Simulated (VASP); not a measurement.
**Hf: single point with revPBE+D3(BJ)**

The system is Hf.

```
Hf
1.0
     2.77431    0.00000    0.00000
     0.00000    2.77431    0.00000
     0.00000    0.00000    2.77431
Hf
1
Cartesian
  0.0000 0.0000 0.0000
```

* Program: VASP 6.6.1
* Task: single point
* Functional: revPBE
* Dispersion: D3(BJ)
* Potentials or basis: VASP PAW PBE potentials, release 64 (Hf_pv)
* Cutoff: 520 eV
* k mesh: 9 × 9 × 9
* Occupations: fermi-dirac, width 0.1 eV
* Spin: no spin polarisation
* Dipole correction: no
* Further INCAR settings: ALGO = Normal; EDIFF = 1e-06; NBANDS = 11

| Property | Result |
| --- | --- |
| Pressure | 9.6 GPa |
| Band gap on the k mesh | zero (band 5 reaches 5.66 eV, above the bottom of band 6 at 3.09 eV) |
| Dispersion energy per atom | -0.821 eV |

Levels at points of the mesh, in eV from the Fermi level:
| k point | band 3 | band 4 | band 5 | band 6 | band 7 | band 8 |
| --- | --- | --- | --- | --- | --- | --- |
| (0.00, 0.00, 0.00) | -29.48 | -6.88 | -1.75 | -1.75 | 7.62 | 7.62 |

Run time: 5.3 s on 1 thread of Intel(R) Xeon(R) Platinum 8488C (Sapphire Rapids) (shared host), peak memory 0.15 GiB.

Caveat: the PAW data sets were made with another functional, which shifts forces and pressure a little; spin-orbit coupling is left out, which moves the levels of the heavy elements; pairwise dispersion overbinds metals, which lowers pressure and volume.
